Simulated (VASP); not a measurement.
# Ti (Im-3m) in VASP: further runs, part 2 of 2

VASP 6.6.1.

**5. Relaxation of cell and atoms, PBEsol, target pressure 1 GPa, at which the enthalpy is minimised**

This run uses another cell than the first one, of 16.38 Å³/atom, 1.085 times its volume.

INCAR

```
PREC = Accurate
ENCUT = 600
EDIFF = 1E-6
ISMEAR = 0
SIGMA = 0.1
LREAL = False
LASPH = True
NELM = 100
ALGO = Normal
ISIF = 3
LWAVE = False
LCHARG = False
GGA = PS
IBRION = 2
NSW = 70
EDIFFG = -0.008
PSTRESS = 10.0
```

KPOINTS

```
Automatic mesh
0
Gamma
  18 18 18
```

POSCAR

```
Ti
1.0
   -1.5998341198      1.5998341198      1.5998341198
    1.5998341198     -1.5998341198      1.5998341198
    1.5998341198      1.5998341198     -1.5998341198
Ti
1
Direct
    0.0000000000      0.0000000000      0.0000000000
```

Potentials or basis: VASP PAW PBE potentials, release 64 (Ti_sv).

On the command line:

```console
cat potpaw_PBE.64/Ti_sv/POTCAR > POTCAR
mpirun -np 1 vasp_std > vasp.out
```

OUTCAR:

```text
PREC = Accurate
   ENCUT = 600
   EDIFF = 1E-6
   ISMEAR = 0
   LREAL = False
   LASPH = True
   NELM = 100
   ISIF = 3
   GGA = PS
   IBRION = 2
   NSW = 70
   EDIFFG = -0.008
   PSTRESS = 10.0

 ion  position               nearest neighbor table
   1  0.000  0.000  0.000-

  LATTYP: Found a body centered cubic cell.
 ALAT       =     3.1996682396

  Lattice vectors:

 A1 = (  -1.5998341198,   1.5998341198,   1.5998341198)
 A2 = (   1.5998341198,  -1.5998341198,   1.5998341198)
 A3 = (   1.5998341198,   1.5998341198,  -1.5998341198)

Analysis of symmetry for initial positions (statically):
=====================================================================
 Subroutine PRICEL returns:
 Original cell was already a primitive cell.

 Routine SETGRP: Setting up the symmetry group for a
 body centered cubic supercell.

 Subroutine GETGRP returns: Found 48 space group operations
 (whereof 48 operations were pure point group operations)
 out of a pool of 48 trial point group operations.

The static configuration has the point symmetry O_h .

Analysis of symmetry for dynamics (positions and initial velocities):
=====================================================================
 Subroutine PRICEL returns:
 Original cell was already a primitive cell.

 Routine SETGRP: Setting up the symmetry group for a
 body centered cubic supercell.

 Subroutine GETGRP returns: Found 48 space group operations
 (whereof 48 operations were pure point group operations)
 out of a pool of 48 trial point group operations.

The dynamic configuration has the point symmetry O_h .

 Subroutine INISYM returns: Found 48 space group operations
 (whereof 48 operations are pure point group operations),
 and found     1 'primitive' translations

----------------------------------------------------------------------------------------

                                     Primitive cell

  volume of cell :      16.3789

  direct lattice vectors                    reciprocal lattice vectors
    -1.599834120  1.599834120  1.599834120     0.000000000  0.312532402  0.312532402
     1.599834120 -1.599834120  1.599834120     0.312532402  0.000000000  0.312532402
     1.599834120  1.599834120 -1.599834120     0.312532402  0.312532402  0.000000000

  length of vectors
     2.770993979  2.770993979  2.770993979     0.441987561  0.441987561  0.441987561

  position of ions in fractional coordinates (direct lattice)
     0.000000000  0.000000000  0.000000000

  ion indices of the primitive-cell ions
   primitive index   ion index
                 1           1

----------------------------------------------------------------------------------------

[... 104 lines left out ...]
  volume of cell :       16.38
 maximum number of plane-waves:       564
 NGX is ok and might be reduce to    24
   NGX = 11   NGY = 11   NGZ = 11

--------------------------------------- Ionic step        1  -------------------------------------------

 number of electron      12.0000002 magnetization

 Free energy of the ion-electron system (eV)
  ---------------------------------------------------
  ext. energy  EPLUGINS =         0.00000000
  ---------------------------------------------------
  free energy    TOTEN  =        -8.24051402 eV

  energy without entropy =       -8.22955268  energy(sigma->0) =       -8.23503335

------------------------ aborting loop because EDIFF is reached ----------------------------------------

  FORCE on cell =-STRESS in cart. coord.  units (eV):
  Direction    XX          YY          ZZ          XY          YZ          ZX
  --------------------------------------------------------------------------------------
  -------------------------------------------------------------------------------------
  Total        0.0887469      0.0887469      0.0887469      0.0000000      0.0000000      0.0000000
  in kB        8.6811801      8.6811801      8.6811801      0.0000000      0.0000000      0.0000000
  external PRESSURE =      -1.3188199 kB  Pullay stress =      10.0000000 kB

 VOLUME and BASIS-vectors are now :
 -----------------------------------------------------------------------------
  energy-cutoff  :      600.00
  volume of cell :       16.38
      direct lattice vectors                 reciprocal lattice vectors
    -1.599834120  1.599834120  1.599834120     0.000000000  0.312532402  0.312532402
     1.599834120 -1.599834120  1.599834120     0.312532402  0.000000000  0.312532402
     1.599834120  1.599834120 -1.599834120     0.312532402  0.312532402  0.000000000

 POSITION                                       TOTAL-FORCE (eV/Angst)
 -----------------------------------------------------------------------------------
      0.00000      0.00000      0.00000         0.000000     -0.000000      0.000000
 -----------------------------------------------------------------------------------
    total drift:                                0.000000      0.000000      0.000000

  FREE ENERGIE OF THE ION-ELECTRON SYSTEM (eV)
  ---------------------------------------------------
  free  energy   TOTEN  =        -8.2405140198 eV

  energy  without entropy=       -8.2295526797  energy(sigma->0) =       -8.23503335

  enthalpy is  TOTEN    =        -8.1382849819 eV   P V=        0.1022290378

--------------------------------------- Ionic step        2  -------------------------------------------

 number of electron      12.0000003 magnetization

 Free energy of the ion-electron system (eV)
  ---------------------------------------------------
  ext. energy  EPLUGINS =         0.00000000
  ---------------------------------------------------
  free energy    TOTEN  =        -8.24032664 eV

  energy without entropy =       -8.22937632  energy(sigma->0) =       -8.23485148

 E-fermi :   8.5959     XC(G=0): -11.9240

 val. band max:        8.5957508196   @ k =   0.3333   0.2222   0.0000
 cond. band min:       8.6022274845   @ k =  -0.4444   0.5000   0.1111
 fundamental gap:      0.0064766649
 Fermi energy:         8.5959090856

 k-point     1 :       0.0000    0.0000    0.0000
  band No.  band energies     occupation
      1     -47.5836      2.00000
      2     -23.4558      2.00000
      3     -23.4558      2.00000
      4     -23.4558      2.00000
      5       2.5218      2.00000
      6       9.6337      0.00000
      7       9.6337      0.00000
      8       9.6337      0.00000
      9      11.5430      0.00000
     10      11.5430      0.00000
[... 287 lines left out ...]
 k-point    24 :       0.3889    0.1111    0.0000
  band No.  band energies     occupation
      1     -47.4124      2.00000
      2     -24.2310      2.00000
      3     -23.7358      2.00000
      4     -23.4972      2.00000
      5       6.2373      2.00000
      6       8.1837      2.00000
      7       9.2496      0.00000
      8      11.4644      0.00000
      9      12.0634      0.00000
     10      13.5756      0.00000

 [... further k-points ...]

------------------------ aborting loop because EDIFF is reached ----------------------------------------

  FORCE on cell =-STRESS in cart. coord.  units (eV):
  Direction    XX          YY          ZZ          XY          YZ          ZX
  --------------------------------------------------------------------------------------
  -------------------------------------------------------------------------------------
  Total        0.1003941      0.1003941      0.1003941     -0.0000000      0.0000000     -0.0000000
  in kB        9.8396989      9.8396989      9.8396989     -0.0000000      0.0000000     -0.0000000
  external PRESSURE =      -0.1603011 kB  Pullay stress =      10.0000000 kB

 VOLUME and BASIS-vectors are now :
 -----------------------------------------------------------------------------
  energy-cutoff  :      600.00
  volume of cell :       16.35
      direct lattice vectors                 reciprocal lattice vectors
    -1.598793563  1.598793563  1.598793563     0.000000000  0.312735810  0.312735810
     1.598793563 -1.598793563  1.598793563     0.312735810  0.000000000  0.312735810
     1.598793563  1.598793563 -1.598793563     0.312735810  0.312735810  0.000000000

 POSITION                                       TOTAL-FORCE (eV/Angst)
 -----------------------------------------------------------------------------------
      0.00000     -0.00000      0.00000        -0.000000      0.000000     -0.000000
 -----------------------------------------------------------------------------------
    total drift:                                0.000000      0.000000      0.000000

  FREE ENERGIE OF THE ION-ELECTRON SYSTEM (eV)
  ---------------------------------------------------
  free  energy   TOTEN  =        -8.2403266362 eV

  energy  without entropy=       -8.2293763215  energy(sigma->0) =       -8.23485148

  enthalpy is  TOTEN    =        -8.1382969427 eV   P V=        0.1020296935

 reached required accuracy - stopping structural energy minimisation
```

CONTCAR:

```text
Ti
   1.00000000000000
    -1.5987935627250822    1.5987935627250822    1.5987935627250822
     1.5987935627250822   -1.5987935627250822    1.5987935627250822
     1.5987935627250822    1.5987935627250822   -1.5987935627250822
  Ti
     1
Direct
     0.0000000000000000    0.0000000000000000    0.0000000000000000

  0.00000000E+00  0.00000000E+00  0.00000000E+00
```

Wall time 52 s (1 thread of Intel Xeon Platinum 8259CL at 2.50GHz (Skylake/Cascade Lake), shared host); peak memory 0.17 GiB.

Results:

- Free energy: -8.2403 eV
- Relaxed volume: 16.35 Å³/atom
- Relaxed cell: a = 2.769 Å, b = 2.769 Å, c = 2.769 Å, α = 109.47°, β = 109.47°, γ = 109.47°
- Space group after relaxing (to 0.05 Å): Im-3m (No. 229)
- Energy change on relaxing (the enthalpy is what falls): +0.2 meV/atom
- Ionic steps: 2
- Pressure after relaxing: 1.0 GPa
- Band gap on the k mesh: zero (band 6 reaches 9.63 eV, above the bottom of band 7 at 8.02 eV)

Step by step:
```tsv
step	energy change (eV)	largest force (eV/Å)	pressure (GPa)	volume (Å³)
1	0.0000	0.0000	0.87	16.38
2	0.0002	0.0000	0.98	16.35
```

Final structure:
```
Ti
1.0
    -1.59879    1.59879    1.59879
     1.59879   -1.59879    1.59879
     1.59879    1.59879   -1.59879
Ti
1
Direct
  0.00000 0.00000 0.00000
```

Caveat: the cell is relaxed towards a set pressure, so the enthalpy falls and the energy may rise; the PAW data sets were made with another functional, which shifts forces and pressure a little.

**6. Relaxation of cell and atoms, PBEsol, target pressure -1 GPa, at which the enthalpy is minimised**

This run uses another cell than the first one, of 16.70 Å³/atom, 1.107 times its volume.

INCAR

```
SYSTEM = Ti
PREC     = Accurate       ! precision mode
ENCUT    = 600            ! plane-wave cutoff, eV
EDIFF    = 1E-7           ! SCF threshold, eV
ISMEAR   = 0              ! smearing method
SIGMA    = 0.1            ! smearing width, eV
LREAL    = .False.        ! projectors in reciprocal space
LASPH    = .True.         ! aspherical terms in the spheres
NELM     = 60             ! most SCF steps
ALGO     = Normal         ! electronic algorithm
ISIF     = 3              ! what is computed and relaxed
LWAVE    = .False.        ! write WAVECAR
LCHARG   = .False.        ! write CHGCAR
GGA      = PS             ! functional
IBRION   = 2              ! ionic algorithm
NSW      = 70             ! ionic steps
EDIFFG   = -0.008         ! ionic threshold
PSTRESS  = -10.0
```

KPOINTS

```
regular mesh
0
Gamma
  18 18 18
  0 0 0
```

POSCAR

```
Ti
1.0
   -1.6103247822      1.6103247822      1.6103247822
    1.6103247822     -1.6103247822      1.6103247822
    1.6103247822      1.6103247822     -1.6103247822
Ti
1
Direct
    0.0000000000      0.0000000000      0.0000000000
```

Potentials or basis: VASP PAW PBE potentials, release 64 (Ti_sv).

On the command line:

```console
cat potpaw_PBE.64/Ti_sv/POTCAR > POTCAR
mpirun -np 1 vasp_std > vasp.out
```

OUTCAR:

```text
SYSTEM = Ti
   PREC = Accurate
   ENCUT = 600
   EDIFF = 1E-7
   ISMEAR = 0
   LREAL = .False.
   LASPH = .True.
   NELM = 60
   ISIF = 3
   GGA = PS
   IBRION = 2
   NSW = 70
   EDIFFG = -0.008
   PSTRESS = -10.0

 ion  position               nearest neighbor table
   1  0.000  0.000  0.000-

  LATTYP: Found a body centered cubic cell.
 ALAT       =     3.2206495644

  Lattice vectors:

 A1 = (  -1.6103247822,   1.6103247822,   1.6103247822)
 A2 = (   1.6103247822,  -1.6103247822,   1.6103247822)
 A3 = (   1.6103247822,   1.6103247822,  -1.6103247822)

Analysis of symmetry for initial positions (statically):
=====================================================================
 Subroutine PRICEL returns:
 Original cell was already a primitive cell.

 Routine SETGRP: Setting up the symmetry group for a
 body centered cubic supercell.

 Subroutine GETGRP returns: Found 48 space group operations
 (whereof 48 operations were pure point group operations)
 out of a pool of 48 trial point group operations.

The static configuration has the point symmetry O_h .

Analysis of symmetry for dynamics (positions and initial velocities):
=====================================================================
 Subroutine PRICEL returns:
[... 163 lines left out ...]
  -------------------------------------------------------------------------------------
  Total       -0.1394702     -0.1394702     -0.1394702      0.0000000      0.0000000     -0.0000000
  in kB      -13.3780083    -13.3780083    -13.3780083      0.0000000      0.0000000     -0.0000000
  external PRESSURE =      -3.3780083 kB  Pullay stress =     -10.0000000 kB
[... 61 lines left out ...]
--------------------------------------- Ionic step        3  -------------------------------------------

 number of electron      11.9999999 magnetization

 Free energy of the ion-electron system (eV)
  ---------------------------------------------------
  ext. energy  EPLUGINS =         0.00000000
  ---------------------------------------------------
  free energy    TOTEN  =        -8.24051293 eV

  energy without entropy =       -8.22946610  energy(sigma->0) =       -8.23498951

 E-fermi :   8.4011     XC(G=0): -11.8359

 val. band max:        8.3984773806   @ k =   0.3889   0.2222   0.0000
 cond. band min:       8.4020049201   @ k =  -0.4444   0.5000   0.1111
 fundamental gap:      0.0035275395
 Fermi energy:         8.4010866732

 k-point     1 :       0.0000    0.0000    0.0000
  band No.  band energies     occupation
      1     -47.8134      2.00000
      2     -23.7106      2.00000
      3     -23.7106      2.00000
      4     -23.7106      2.00000
      5       2.3621      2.00000
      6       9.4228      0.00000
      7       9.4228      0.00000
      8       9.4228      0.00000
      9      11.2902      0.00000
     10      11.2902      0.00000
[... 287 lines left out ...]
 k-point    24 :       0.3889    0.1111    0.0000
  band No.  band energies     occupation
      1     -47.6542      2.00000
      2     -24.4423      2.00000
      3     -23.9757      2.00000
      4     -23.7494      2.00000
      5       6.0790      2.00000
      6       8.0067      2.00000
      7       9.0155      0.00000
      8      11.2100      0.00000
      9      11.7927      0.00000
     10      13.2686      0.00000

 [... further k-points ...]
[... 5 lines left out ...]
  --------------------------------------------------------------------------------------
  -------------------------------------------------------------------------------------
  Total       -0.1023467     -0.1023467     -0.1023467     -0.0000000     -0.0000000      0.0000000
  in kB       -9.8508195     -9.8508195     -9.8508195     -0.0000000     -0.0000000      0.0000000
  external PRESSURE =       0.1491805 kB  Pullay stress =     -10.0000000 kB
[... 20 lines left out ...]
  energy  without entropy=       -8.2294660969  energy(sigma->0) =       -8.23498951

  enthalpy is  TOTEN    =        -8.3444095424 eV   P V=       -0.1038966120

 reached required accuracy - stopping structural energy minimisation
```

OSZICAR:

```text
N       E                     dE             d eps       ncg     rms          rms(c)
DAV:   1     0.829325963225E+02    0.82933E+02   -0.75118E+03  3900   0.161E+03
DAV:   2    -0.484052141223E+01   -0.87773E+02   -0.86366E+02  4010   0.331E+02
[... 23 lines left out ...]
DAV:   1    -0.824104120369E+01   -0.37200E-03   -0.11796E-02  3934   0.170E+00    0.204E-01
DAV:   2    -0.824050226560E+01    0.53894E-03   -0.20757E-03  4198   0.640E-01    0.410E-02
DAV:   3    -0.824049195733E+01    0.10308E-04   -0.15486E-04  5440   0.973E-02    0.131E-02
DAV:   4    -0.824050321768E+01   -0.11260E-04   -0.27045E-05  5306   0.304E-02    0.919E-03
DAV:   5    -0.824051267062E+01   -0.94529E-05   -0.22701E-05  5668   0.248E-02    0.540E-03
DAV:   6    -0.824051293933E+01   -0.26871E-06   -0.80381E-07  3996   0.893E-03    0.216E-03
DAV:   7    -0.824051293041E+01    0.89203E-08   -0.44183E-07  4400   0.657E-03
   3 F= -.83444095E+01 E0= -.83388861E+01  d E =-.635142E-04
```

It took 80 s on 1 thread of Intel Xeon Platinum 8259CL at 2.50GHz (Skylake/Cascade Lake), shared host; peak memory 0.18 GiB.

Results:

```
Free energy                                            : -8.2405 eV
Relaxed volume                                         : 16.65 Å³/atom
Relaxed cell                                           : a = 2.786 Å, b = 2.786 Å, c = 2.786 Å, α = 109.47°, β = 109.47°, γ = 109.47°
Space group after relaxing (to 0.05 Å)                 : Im-3m (No. 229)
Energy change on relaxing (the enthalpy is what falls) : -0.4 meV/atom
Ionic steps                                            : 3
Pressure after relaxing                                : -1.0 GPa
Band gap on the k mesh                                 : zero (band 6 reaches 9.42 eV, above the bottom of band 7 at 7.82 eV)
```

The path:
```csv
step,energy change (eV),largest force (eV/Å),pressure (GPa),volume (Å³)
1,0.0000,0.0000,-1.34,16.70
2,-0.0006,0.0000,-0.81,16.62
3,-0.0004,0.0000,-0.99,16.65
```

Final structure:
```cif
data_structure
_symmetry_space_group_name_H-M 'P 1'
_symmetry_Int_Tables_number 1
_cell_length_a 2.7860
_cell_length_b 2.7860
_cell_length_c 2.7860
_cell_angle_alpha 109.471
_cell_angle_beta 109.471
_cell_angle_gamma 109.471
_cell_volume 16.65
loop_
_atom_site_label
_atom_site_type_symbol
_atom_site_fract_x
_atom_site_fract_y
_atom_site_fract_z
_atom_site_occupancy
Ti1 Ti 0.00000 0.00000 0.00000 1
```

Caveat: the cell is relaxed towards a set pressure, so the enthalpy falls and the energy may rise; the PAW data sets were made with another functional, which shifts forces and pressure a little.

**7. Overview**

| cell | k mesh | gap on the mesh (eV) | pressure (GPa) |
| --- | --- | --- | --- |
| relaxed to 12 GPa from a = 2.696 Å, angles 109.5°, 1 atom | 18 × 18 × 18 | none | 12.0 |
| relaxed to 90 GPa from a = 2.461 Å, angles 109.5°, 1 atom | 20 × 20 × 20 | none | 90.1 |
| relaxed to 4 GPa from a = 2.749 Å, angles 109.5°, 1 atom | 18 × 18 × 18 | none | 4.0 |
| relaxed to 1 GPa from a = 2.771 Å, angles 109.5°, 1 atom | 18 × 18 × 18 | none | 1.0 |
| relaxed to -1 GPa from a = 2.789 Å, angles 109.5°, 1 atom | 18 × 18 × 18 | none | -1.0 |

Alike in all rows: task relaxation of cell and atoms; level PBEsol; potentials or basis VASP PAW PBE potentials, release 64 (Ti_sv); no spin polarisation; cutoff (eV) 600; smearing gaussian 0.1 eV.

Caveats: the cell is relaxed towards a set pressure, so the enthalpy falls and the energy may rise; the PAW data sets were made with another functional, which shifts forces and pressure a little.

Absolute energies hang on the potentials; compare differences alone.
